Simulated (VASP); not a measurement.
Write the native input for VASP 6.6.1 that does the following.

```
Task                   : single point
Functional             : PBEsol
Potentials or basis    : VASP PAW PBE potentials, release 64 (Si, O)
Cutoff                 : 520 eV
k mesh                 : 1 × 1 × 1
Occupations            : fermi-dirac, width 0.02 eV
Spin                   : collinear spin
Starting moments       : [0.0, 0.0, 0.0, 0.0, 0.0, 0.0, 0.0, 0.0, 0.0, 0.0, 0.0, 0.0, 0.0, 0.0, 0.0, 0.0, 0.0, 0.0, 0.0, 0.0, 0.0, 0.0, 0.0, 0.0, 1.0] μB
Dipole correction      : no
Further INCAR settings : LREAL = Auto; ALGO = Normal; EDIFF = 1e-07; NBANDS = 89
```

The structure of Si8O17 (a cell with a defect) lies in POSCAR:

```
Si8O17
1.0
    7.1417960000      0.0000000000      0.0000000000
    0.0000000000      7.1417960000      0.0000000000
    0.0000000000      0.0000000000      8.8208710000
Si O
8 17
Direct
    0.7696103333      0.4780450184      0.1563451047
    0.4916690424      0.8243304625      0.6806470699
    0.5234957705      0.2615308530      0.6719857937
    0.8019271343      0.5385340046      0.8065983507
    0.2336247073      0.5424965933      0.8380238187
    0.2120334997      0.4657791962      0.1869656636
    0.4789551536      0.7439725246      0.3287090356
    0.5173768615      0.2129436349      0.3085409593
    0.6900645160      0.2769751474      0.2042542057
    0.7038845691      0.7449526702      0.7446090074
    0.3829848962      0.3877035972      0.7692550996
    0.3114622708      0.6681652626      0.2151941685
    0.3413987182      0.7249857039      0.7862148761
    0.3388363375      0.2967460846      0.2408038843
    0.6588258752      0.6280493030      0.2585345597
    0.7224373253      0.3217678018      0.7477379501
    0.7615731393      0.5255820805     -0.0151118863
    0.4511190182      0.7095274074      0.5261045083
    0.5265482240      0.2874487034      0.4862785092
    0.2407517661      0.4864322644      0.0151572333
   -0.0175306043      0.4759447063      0.2367339915
    0.4451681342      0.0475790683      0.7062114388
    0.0239715612      0.5828225841      0.7698332738
    0.5091716425     -0.0282842019      0.3072258964
    0.3848051667     -0.0007001040      0.0521603819
```

One way to write it, as run:

INCAR

```
PREC     = Accurate       # precision mode
ENCUT    = 520            # plane-wave cutoff, eV
EDIFF    = 1E-7           # SCF threshold, eV
ISMEAR   = -1             # smearing method
SIGMA    = 0.02           # smearing width, eV
LREAL    = Auto         
LASPH    = True           # aspherical terms in the spheres
NELM     = 150            # most SCF steps
ALGO     = Normal         # electronic algorithm
ISIF     = 2              # what is computed and relaxed
LWAVE    = False          # write WAVECAR
LCHARG   = False          # write CHGCAR
ISPIN    = 2              # spin polarisation
MAGMOM   = 0 0 0 0 0 0 0 0 0 0 0 0 0 0 0 0 0 0 0 0 0 0 0 0 1 # initial moments
LORBIT   = 11             # projections on sites
GGA      = PS             # functional
NBANDS   = 89             # bands
```

KPOINTS

```
Automatic mesh
0
Gamma
  1 1 1
```

Potentials or basis: VASP PAW PBE potentials, release 64 (Si, O).

Command:

```sh
$ cat potpaw_PBE.64/Si/POTCAR potpaw_PBE.64/O/POTCAR > POTCAR
$ mpirun -np 1 vasp_gam > vasp.out
```

Results of the run:

```json
{
  "Pressure": "-1.3 GPa",
  "Largest force": "4.814 eV/Å",
  "Band gap on the k mesh": "0.66 eV",
  "Net moment": "2.00 μB per cell",
  "Site moments": "Si -0.00; O +0.00, +0.01, -0.00, +0.09, +1.47 μB",
  "Valence electrons inside the program's atomic spheres": "Si 1.68, 1.61, 1.53, 1.63, 1.52; O 5.24, 5.11, 5.23, 5.19, 5.29, 5.32, 5.22, 5.15, 5.28, 5.13, 5.18, 5.30, 5.14, 5.17, 4.58"
}
```

Caveat: the k points lie up to 0.88 Å⁻¹ apart; the PAW data sets were made with another functional, which shifts forces and pressure a little.

Run time: 2.8 min on 1 thread of Intel(R) Xeon(R) 6975P-C (Granite Rapids), on a shared host, peak memory 0.59 GiB.
